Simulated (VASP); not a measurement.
Here is a VASP 6.6.1 calculation.

File INCAR:

```
PREC = Accurate
ENCUT = 520
EDIFF = 1E-6
ISMEAR = 0
SIGMA = 0.15
LREAL = False
LASPH = True
NELM = 80
ALGO = Normal
ISIF = 2
LWAVE = False
LCHARG = False
GGA = PE
NBANDS = 9
```

File KPOINTS:

```
Automatic mesh
0
Gamma
  18 18 10
```

Contents of POSCAR:

```
Mg
1.0
    3.0809006712      0.0000000000      0.0000000000
   -1.5404503356      2.6681382478      0.0000000000
    0.0000000000      0.0000000000      5.6271564000
Mg
2
Direct
    0.3333333333      0.6666666667      0.2500000000
    0.6666666667      0.3333333333      0.7500000000
```

Potentials or basis: VASP PAW PBE potentials, release 64 (Mg).

The run is started by

```sh
$ cat potpaw_PBE.64/Mg/POTCAR > POTCAR
$ mpirun -np 1 vasp_std > vasp.out
```

Question: Estimate the band gap on the k mesh.

Answer: Zero (bands 2 and 3 overlap by 3.12 eV).

Question: Estimate the pressure.

Answer: 0.3 GPa.

Stress tensor (GPa, compression positive):
```
 1.94  0.00  0.00
 0.00  1.94  0.00
 0.00  0.00 -3.00
```

Caveat: the cell differs from its parent crystal (strain -0.040 along x and y, +0.080 along z).
